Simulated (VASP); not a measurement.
MgO: single point with PBE

**Measured values to compare with.**

“Electronic structure of alkaline earth and post-transition metal oxides”, 2009, arxiv:0908.1581 quotes, for a bulk crystal of MgO: band gap 7.83 eV.

The system is MgO.

```
Mg O
1.0
     0.00000    2.13515    2.13515
     2.13515    0.00000    2.13515
     2.13515    2.13515    0.00000
Mg O
1 1
Direct
  0.00000 0.00000 0.00000
  0.50000 0.50000 0.50000
```

| Item | Value |
| --- | --- |
| Program | VASP 6.6.1 |
| Task | single point |
| Functional | PBE |
| Potentials or basis | VASP PAW PBE potentials, release 64 (Mg, O) |
| Cutoff | 520 eV |
| k mesh | 14 × 14 × 14 |
| Occupations | gaussian, width 0.05 eV |
| Spin | no spin polarisation |
| Dipole correction | no |
| Further INCAR settings | ALGO = Normal; EDIFF = 1e-06; NBANDS = 11 |

| Item | Value |
| --- | --- |
| Pressure | -2.4 GPa |
| Band gap on the k mesh | 4.34 eV, direct |

Levels at points of the mesh, in eV from the valence-band top:
```csv
k point,band 2,band 3,band 4,band 5,band 6,band 7
"(0.00, 0.00, 0.00)",0.00,0.00,0.00,4.34,15.57,15.57
"(0.50, 0.00, 0.00)",-4.44,-0.61,-0.61,7.64,12.14,15.89
"(0.50, 0.50, 0.00)",-3.92,-1.29,-1.29,9.07,9.53,12.67
```

Run time: 19 s on 1 thread of Intel Xeon 8259CL, on a shared host, peak memory 0.15 GiB.

Measured gap of MgO: 7.83 eV (quoted in “Electronic structure of alkaline earth and post-transition metal oxides”, 2009, arxiv:0908.1581). This calculation gives 4.34 eV (-3.49 eV). The value is that of PBE on a finite k mesh, which can miss the band edges, without temperature or zero-point motion. Semilocal functionals fall short of measured gaps as a rule.
